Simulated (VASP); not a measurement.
# CoH (Pm-3m) in VASP: a series of runs

Runs on CoH. Level: LDA. Tasks: single point.

All numbers are computed with VASP 6.6.1; they aren't measurements. Logs are shortened: lines on timing, memory, paths and dates and some standing lists are left out, and cuts for length are marked.

### Step 1. The cell of the first run

Symmetry: Pm-3m, No. 221, cubic system. Conventional cell: a = 2.224 Å, b = 2.224 Å, c = 2.224 Å, α = 90.00°, β = 90.00°, γ = 90.00°. Co (site symmetry m-3m) has 8 H at 1.93 Å and 6 Co at 2.22 Å within 2.6 Å. Within 2.6 Å of H (site symmetry m-3m) lie 8 Co at 1.93 Å and 6 H at 2.22 Å.

### Step 2. Single point, LDA, collinear spin, ferromagnetic start

Input file INCAR:

```
SYSTEM = CoH
PREC     = Accurate       ! precision mode
ENCUT    = 520            ! plane-wave cutoff, eV
EDIFF    = 1E-6           ! SCF threshold, eV
ISMEAR   = -1             ! smearing method
SIGMA    = 0.1            ! smearing width, eV
LREAL    = .FALSE.        ! projectors in reciprocal space
LASPH    = .TRUE.         ! aspherical terms in the spheres
NELM     = 150            ! most SCF steps
ALGO     = Normal         ! electronic algorithm
ISIF     = 2              ! what is computed and relaxed
LWAVE    = .FALSE.        ! write WAVECAR
LCHARG   = .FALSE.        ! write CHGCAR
ISPIN    = 2              ! spin polarisation
MAGMOM   = 2.5 0          ! initial moments
LORBIT   = 11             ! projections on sites
LMAXMIX  = 4              ! l up to which the mixer works
NBANDS   = 16             ! bands
```

Input file KPOINTS:

```
Automatic mesh
0
G
  10 10 10
  0 0 0
```

Input file POSCAR:

```
CoH
1.0
    2.2238367030      0.0000000000      0.0000000000
    0.0000000000      2.2238367030      0.0000000000
    0.0000000000      0.0000000000      2.2238367030
Co H
1 1
Direct
    0.0000000000      0.0000000000      0.0000000000
    0.5000000000      0.5000000000      0.5000000000
```

Potentials or basis: VASP PAW LDA potentials, release 64 (Co, H).

Started as:

```bash
> cat potpaw_LDA.64/Co/POTCAR potpaw_LDA.64/H/POTCAR > POTCAR
> mpirun -np 1 vasp_std > vasp.out
```

OUTCAR:

```text
SYSTEM = CoH
   PREC = Accurate
   ENCUT = 520
   EDIFF = 1E-6
   ISMEAR = -1
   LREAL = .FALSE.
   LASPH = .TRUE.
   NELM = 150
   ISIF = 2
   ISPIN = 2
   LORBIT = 11

 ion  position               nearest neighbor table
   1  0.000  0.000  0.000-   2 1.93   2 1.93   2 1.93   2 1.93   2 1.93   2 1.93   2 1.93   2 1.93

   2  0.500  0.500  0.500-   1 1.93   1 1.93   1 1.93   1 1.93   1 1.93   1 1.93   1 1.93   1 1.93

  LATTYP: Found a simple cubic cell.
 ALAT       =     2.2238367030

  Lattice vectors:

 A1 = (   2.2238367030,   0.0000000000,   0.0000000000)
 A2 = (   0.0000000000,   2.2238367030,   0.0000000000)
 A3 = (   0.0000000000,   0.0000000000,   2.2238367030)

Analysis of symmetry for initial positions (statically):
=====================================================================
 Subroutine PRICEL returns:
 Original cell was already a primitive cell.

 Routine SETGRP: Setting up the symmetry group for a
 simple cubic supercell.

 Subroutine GETGRP returns: Found 48 space group operations
 (whereof 48 operations were pure point group operations)
 out of a pool of 48 trial point group operations.

The static configuration has the point symmetry O_h .

Analysis of symmetry for dynamics (positions and initial velocities):
=====================================================================
 Subroutine PRICEL returns:
 Original cell was already a primitive cell.

 Routine SETGRP: Setting up the symmetry group for a
 simple cubic supercell.

 Subroutine GETGRP returns: Found 48 space group operations
 (whereof 48 operations were pure point group operations)
 out of a pool of 48 trial point group operations.

The dynamic configuration has the point symmetry O_h .

Analysis of structural, dynamic, and magnetic symmetry:
=====================================================================
 Subroutine PRICEL returns:
 Original cell was already a primitive cell.

 Routine SETGRP: Setting up the symmetry group for a
 simple cubic supercell.

 Subroutine GETGRP returns: Found 48 space group operations
 (whereof 48 operations were pure point group operations)
 out of a pool of 48 trial point group operations.

The overall configuration has the point symmetry O_h .

 Subroutine INISYM returns: Found 48 space group operations
 (whereof 48 operations are pure point group operations),
 and found     1 'primitive' translations

----------------------------------------------------------------------------------------

                                     Primitive cell

  volume of cell :      10.9979

  direct lattice vectors                    reciprocal lattice vectors
     2.223836703  0.000000000  0.000000000     0.449673305  0.000000000  0.000000000
     0.000000000  2.223836703  0.000000000     0.000000000  0.449673305  0.000000000
     0.000000000  0.000000000  2.223836703     0.000000000  0.000000000  0.449673305

  length of vectors
     2.223836703  2.223836703  2.223836703     0.449673305  0.449673305  0.449673305

  position of ions in fractional coordinates (direct lattice)
     0.000000000  0.000000000  0.000000000
     0.500000000  0.500000000  0.500000000

  ion indices of the primitive-cell ions
   primitive index   ion index
                 1           1
                 2           2

----------------------------------------------------------------------------------------

 KPOINTS: Automatic mesh

Automatic generation of k-mesh.
 Grid dimensions read from file:
 generate k-points for:   10   10   10

 Generating k-lattice:

  Cartesian coordinates                     Fractional coordinates (reciprocal lattice)
     0.044967330  0.000000000  0.000000000     0.100000000  0.000000000  0.000000000
     0.000000000  0.044967330  0.000000000     0.000000000  0.100000000  0.000000000
     0.000000000  0.000000000  0.044967330     0.000000000  0.000000000  0.100000000

  Length of vectors
     0.044967330  0.044967330  0.044967330

  Shift w.r.t. Gamma in fractional coordinates (k-lattice)
     0.000000000  0.000000000  0.000000000

 Subroutine IBZKPT returns following result:
 ===========================================

 Found     56 irreducible k-points:

 Following reciprocal coordinates:
            Coordinates               Weight
  0.000000  0.000000  0.000000      1.000000
  0.100000  0.000000  0.000000      6.000000
  0.200000  0.000000  0.000000      6.000000
  0.300000  0.000000  0.000000      6.000000
  0.400000  0.000000  0.000000      6.000000
  0.500000  0.000000  0.000000      3.000000
[... 16 lines left out ...]
  0.200000  0.100000  0.100000     24.000000
  0.300000  0.100000  0.100000     24.000000
 [... further k-points ...]
   k-points           NKPTS =     56   k-points in BZ     NKDIM =     56   number of bands    NBANDS=     16
   number of dos      NEDOS =    301   number of ions     NIONS =      2
   total plane-waves  NPLWV =   5832
   dimension x,y,z NGX =    18 NGY =   18 NGZ =   18
   dimension x,y,z NGXF=    36 NGYF=   36 NGZF=   36
   ions per type =               1   1
   NGX,Y,Z   is equivalent  to a cutoff of  13.46, 13.46, 13.46 a.u.
   NGXF,Y,Z  is equivalent  to a cutoff of  26.91, 26.91, 26.91 a.u.
 SYSTEM =  CoH
   PREC   = accura    normal or accurate (medium, high low for compatibility)
   ISTART =      0    job   : 0-new  1-cont  2-samecut
   ICHARG =      2    charge: 1-file 2-atom 10-const
   ISPIN  =      2    spin polarized calculation?
   LNONCOLLINEAR =      F non collinear calculations
   LSORBIT =      F    spin-orbit coupling
   LASPH  =      T    aspherical Exc in radial PAW
   ENCUT  =  520.0 eV  38.22 Ry    6.18 a.u.   4.13  4.13  4.13*2*pi/ulx,y,z
   NELM   =    150;   NELMIN=  2; NELMDL= -5     # of ELM steps
   EDIFF  = 0.1E-05   stopping-criterion for ELM
   LREAL  =      F    real-space projection
   EDIFFG = 0.1E-04   stopping-criterion for IOM
   NSW    =      0    number of steps for IOM
   IBRION =     -1    ionic relax: 0-MD 1-quasi-New 2-CG
   NFREE  =      0    steps in history (QN), initial steepest desc. (CG)
   ISIF   =      2    stress and relaxation
   ISYM   =      2    0-nonsym 1-usesym 2-fastsym
   POTIM  = 0.5000    time-step for ionic-motion
   TEBEG  =    0.0;   TEEND  =   0.0 temperature during run
   PSTRESS=    0.0 pullay stress
   NELECT =      10.0000    total number of electrons
   NUPDOWN=      -1.0000    fix difference up-down
   EMIN   =  10.00;   EMAX   =-10.00  energy-range for DOS
   EFERMI =   0.00;   METHOD = LEGACY
   ISMEAR =    -1;   SIGMA  =   0.10  broadening in eV -4-tet -1-fermi 0-gaus
   EFERMI_NEDOS =   21; number of points for ismear=-14 and -15
   IALGO  =     38    algorithm
   IMIX   =      4    mixing-type and parameters
     AMIX     =   0.40;   BMIX     =  1.00
     AMIX_MAG =   1.60;   BMIX_MAG =  1.00
  volume/ion in A,a.u.               =       5.50        37.11
  Fermi-wavevector in a.u.,A,eV,Ry     =   1.586008  2.997120 34.224369  2.515420
  Thomas-Fermi vector in A             =   2.685385
   LORBIT       =     11    0 simple, 1 ext, 2 COOP (PROOUT), +10 PAW based schemes
   GGA     = CA    functional components
   LHFCALC =     F    Hartree Fock is set to
   AEXX    =    0.0000 exact exchange contribution
   IVDW    =     0    specifies the selected vdW correction
   LEPSILON=     F    determine dielectric tensor
   LRPA    =     F    only Hartree local field effects (RPA)
 spin polarized calculation
  energy-cutoff  :      520.00
  volume of cell :       11.00
 maximum number of plane-waves:       306
 NGX is ok and might be reduce to    18
   NGX =  9   NGY =  9   NGZ =  9

 number of electron      10.0000000 magnetization       2.5000000

 number of electron       9.9999995 magnetization      -0.0160660

 number of electron       9.9999995 magnetization       0.0048432

 Free energy of the ion-electron system (eV)
  ---------------------------------------------------
  ext. energy  EPLUGINS =         0.00000000
  ---------------------------------------------------
  free energy    TOTEN  =       -10.60588717 eV

  energy without entropy =      -10.54311029  energy(sigma->0) =      -10.57449873

 E-fermi :  12.1113     XC(G=0): -14.4292

 val. band max:       12.1049910861   @ k =   0.5000   0.2000   0.0000
 cond. band min:      12.1316102448   @ k =   0.5000   0.3000   0.3000
 fundamental gap:      0.0266191587
 Fermi energy:        12.1113204509

 spin component 1

 k-point     1 :       0.0000    0.0000    0.0000
  band No.  band energies     occupation
      1      -1.4888      1.00000
      2       7.6303      1.00000
      3       7.6303      1.00000
      4      12.4811      0.02417
      5      12.4811      0.02417
      6      12.4811      0.02417
[... 8 lines left out ...]
     15      53.9338      0.00000
     16      53.9338      0.00000
[... 419 lines left out ...]
 k-point    24 :       0.3000    0.1000    0.1000
  band No.  band energies     occupation
      1       1.5684      1.00000
      2       8.3885      1.00000
      3       8.5056      1.00000
      4      11.0377      0.99998
      5      11.3692      0.99940
      6      12.2452      0.20777
[... 8 lines left out ...]
     15      51.0486      0.00000
     16      51.3545      0.00000

 [... further k-points ...]

 spin component 2

 k-point     1 :       0.0000    0.0000    0.0000
  band No.  band energies     occupation
      1      -1.4881      1.00000
      2       7.6334      1.00000
      3       7.6334      1.00000
      4      12.4864      0.02296
      5      12.4864      0.02296
      6      12.4864      0.02296
[... 8 lines left out ...]
     15      53.9351      0.00000
     16      53.9351      0.00000
[... 419 lines left out ...]
 k-point    24 :       0.3000    0.1000    0.1000
  band No.  band energies     occupation
      1       1.5691      1.00000
      2       8.3917      1.00000
      3       8.5084      1.00000
      4      11.0425      0.99998
      5      11.3739      0.99937
      6      12.2503      0.19940
[... 8 lines left out ...]
     15      51.0581      0.00000
     16      51.3558      0.00000

 [... further k-points ...]

------------------------ aborting loop because EDIFF is reached ----------------------------------------

  FORCE on cell =-STRESS in cart. coord.  units (eV):
  Direction    XX          YY          ZZ          XY          YZ          ZX
  --------------------------------------------------------------------------------------
  -------------------------------------------------------------------------------------
  Total        2.9049783      2.9049783      2.9049783     -0.0000000     -0.0000000      0.0000000
  in kB      423.1991534    423.1991534    423.1991534     -0.0000000     -0.0000000      0.0000000
  external PRESSURE =     423.1991534 kB  Pullay stress =       0.0000000 kB

 VOLUME and BASIS-vectors are now :
 -----------------------------------------------------------------------------
  energy-cutoff  :      520.00
  volume of cell :       11.00
      direct lattice vectors                 reciprocal lattice vectors
     2.223836703  0.000000000  0.000000000     0.449673305  0.000000000  0.000000000
     0.000000000  2.223836703  0.000000000     0.000000000  0.449673305  0.000000000
     0.000000000  0.000000000  2.223836703     0.000000000  0.000000000  0.449673305

 POSITION                                       TOTAL-FORCE (eV/Angst)
 -----------------------------------------------------------------------------------
      0.00000      0.00000      0.00000         0.000000      0.000000      0.000000
      1.11192      1.11192      1.11192         0.000000      0.000000      0.000000
 -----------------------------------------------------------------------------------
    total drift:                               -0.000000     -0.000000      0.000000

  FREE ENERGIE OF THE ION-ELECTRON SYSTEM (eV)
  ---------------------------------------------------
  free  energy   TOTEN  =       -10.6058871706 eV

  energy  without entropy=      -10.5431102919  energy(sigma->0) =      -10.57449873

 total charge

# of ion       s       p       d       tot
------------------------------------------
    1        0.533   0.623   7.674   8.830
    2        0.458   0.044   0.000   0.502
--------------------------------------------------
tot          0.991   0.667   7.674   9.332

 magnetization (x)

# of ion       s       p       d       tot
------------------------------------------
    1        0.000   0.000   0.004   0.004
    2       -0.000  -0.000   0.000  -0.000
--------------------------------------------------
tot         -0.000   0.000   0.004   0.004
```

Run time: 32 s. Hardware: 1 thread of Intel Xeon Platinum 8488C (Sapphire Rapids), shared host; peak memory 0.12 GiB.

What came out:

```yaml
Free_energy: -10.6059 eV
Pressure: 42.3 GPa
Band_gap_on_the_k_mesh: zero (filled and empty bands overlap)
Net_moment: 0.00 μB per cell
Valence_electrons_inside_the_program's_atomic_spheres: Co 8.83; H 0.50
```

Caveat: the starting moments collapsed, and a magnetic state may lie lower.

### Step 3. Single point, LDA, collinear spin, ferromagnetic start

This run uses another cell than the first one, of 5.74 Å³/atom, 1.043 times its volume.

INCAR: that of step 2 with these lines changed.

```diff
@@ -12,3 +12,3 @@
 LWAVE    = .FALSE.        ! write WAVECAR
-LCHARG   = .FALSE.        ! write CHGCAR
+LCHARG   = .TRUE.         ! write CHGCAR
 ISPIN    = 2              ! spin polarisation
@@ -17,2 +17,4 @@
 LMAXMIX  = 4              ! l up to which the mixer works
+LELF     = .TRUE.         ! ELF
+LVHAR    = .TRUE.       
 NBANDS   = 16             ! bands
```

Input file KPOINTS:

```
regular mesh
0
G
  10 10 10
  0 0 0
```

Input file POSCAR:

```
CoH
1.0
    2.2554751511      0.0000000000      0.0000000000
    0.0000000000      2.2554751511      0.0000000000
    0.0000000000      0.0000000000      2.2554751511
Co H
1 1
Direct
    0.0000000000      0.0000000000      0.0000000000
    0.5000000000      0.5000000000      0.5000000000
```

Potentials or basis: VASP PAW LDA potentials, release 64 (Co, H).

Started as:

```bash
> cat potpaw_LDA.64/Co/POTCAR potpaw_LDA.64/H/POTCAR > POTCAR
> mpirun -np 1 vasp_std > vasp.out
```

OUTCAR:

```text
SYSTEM = CoH
   PREC = Accurate
   ENCUT = 520
   EDIFF = 1E-6
   ISMEAR = -1
   LREAL = .FALSE.
   LASPH = .TRUE.
   NELM = 150
   ISIF = 2
   ISPIN = 2
   LORBIT = 11

 ion  position               nearest neighbor table
   1  0.000  0.000  0.000-   2 1.95   2 1.95   2 1.95   2 1.95   2 1.95   2 1.95   2 1.95   2 1.95

   2  0.500  0.500  0.500-   1 1.95   1 1.95   1 1.95   1 1.95   1 1.95   1 1.95   1 1.95   1 1.95

  LATTYP: Found a simple cubic cell.
 ALAT       =     2.2554751511

  Lattice vectors:

 A1 = (   2.2554751511,   0.0000000000,   0.0000000000)
 A2 = (   0.0000000000,   2.2554751511,   0.0000000000)
 A3 = (   0.0000000000,   0.0000000000,   2.2554751511)

Analysis of symmetry for initial positions (statically):
[... 1128 lines left out ...]
  energy-cutoff  :      520.00
  volume of cell :       11.47
      direct lattice vectors                 reciprocal lattice vectors
     2.255475151  0.000000000  0.000000000     0.443365558  0.000000000  0.000000000
     0.000000000  2.255475151  0.000000000     0.000000000  0.443365558  0.000000000
     0.000000000  0.000000000  2.255475151     0.000000000  0.000000000  0.443365558

 POSITION                                       TOTAL-FORCE (eV/Angst)
 -----------------------------------------------------------------------------------
      0.00000      0.00000      0.00000         0.000000      0.000000      0.000000
      1.12774      1.12774      1.12774         0.000000      0.000000      0.000000
 -----------------------------------------------------------------------------------
    total drift:                               -0.000000     -0.000000      0.000000

  FREE ENERGIE OF THE ION-ELECTRON SYSTEM (eV)
  ---------------------------------------------------
  free  energy   TOTEN  =       -10.7094959270 eV

  energy  without entropy=      -10.6415149767  energy(sigma->0) =      -10.67550545

 total charge

# of ion       s       p       d       tot
------------------------------------------
    1        0.513   0.588   7.619   8.720
    2        0.449   0.040   0.000   0.490
--------------------------------------------------
tot          0.962   0.629   7.619   9.210

 magnetization (x)

# of ion       s       p       d       tot
------------------------------------------
    1        0.002   0.011   0.696   0.708
    2       -0.004  -0.001   0.000  -0.004
--------------------------------------------------
tot         -0.002   0.010   0.696   0.704
```

stdout:

```text
POSCAR found type information on POSCAR CoH
 POSCAR found :  2 types and       2 ions
 scaLAPACK will be used
 LDA part: xc-table for (Slater(with rela. corr.)+CA(PZ))
 , standard interpolation
 POSCAR, INCAR and KPOINTS ok, starting setup
 FFT: planning ... GRIDC
 FFT: planning ... GRID_SOFT
 FFT: planning ... GRID
 WAVECAR not read
 entering main loop
```

Run time: 21 s. Hardware: 1 thread of Intel Xeon Platinum 8488C (Sapphire Rapids), shared host; peak memory 0.12 GiB.

What came out:

| Quantity | Value |
| --- | --- |
| Free energy | -10.7095 eV |
| Pressure | 28.7 GPa |
| Net moment | 0.71 μB per cell |
| Site moments | Co +0.71; H -0.00 μB |
| Valence electrons inside the program's atomic spheres | Co 8.72; H 0.49 |

Levels at points of the mesh, in eV from the Fermi level:
Spin up:
```tsv
k point	band 2	band 3	band 4	band 5	band 6	band 7	band 8	band 9	band 10	band 11
(0.00, 0.00, 0.00)	-4.50	-4.50	-0.10	-0.10	-0.10	15.26	17.34	17.34	17.34	23.05
(0.50, 0.00, 0.00)	-5.51	-3.84	-1.69	-1.69	0.04	3.85	17.60	22.24	26.50	26.50
(0.50, 0.50, 0.00)	-3.43	-1.30	-1.30	1.03	3.13	3.13	4.04	12.31	27.57	27.76
(0.50, 0.50, 0.50)	-4.67	-4.67	-0.27	1.12	1.12	11.58	11.58	11.58	15.55	15.55
```
Spin down:
| k point | band 1 | band 2 | band 3 | band 4 | band 5 | band 6 | band 7 | band 8 | band 9 | band 10 |
| --- | --- | --- | --- | --- | --- | --- | --- | --- | --- | --- |
| (0.00, 0.00, 0.00) | -13.18 | -4.05 | -4.05 | 0.70 | 0.70 | 0.70 | 15.34 | 17.49 | 17.49 | 17.49 |
| (0.50, 0.00, 0.00) | -7.86 | -5.24 | -3.36 | -0.97 | -0.97 | 0.85 | 4.32 | 17.69 | 22.30 | 26.69 |
| (0.50, 0.50, 0.00) | -8.05 | -2.98 | -0.55 | -0.55 | 1.63 | 3.26 | 3.26 | 4.52 | 12.64 | 27.72 |
| (0.50, 0.50, 0.50) | -4.12 | -4.12 | -4.12 | -0.28 | 1.71 | 1.71 | 11.77 | 11.77 | 11.77 | 15.90 |
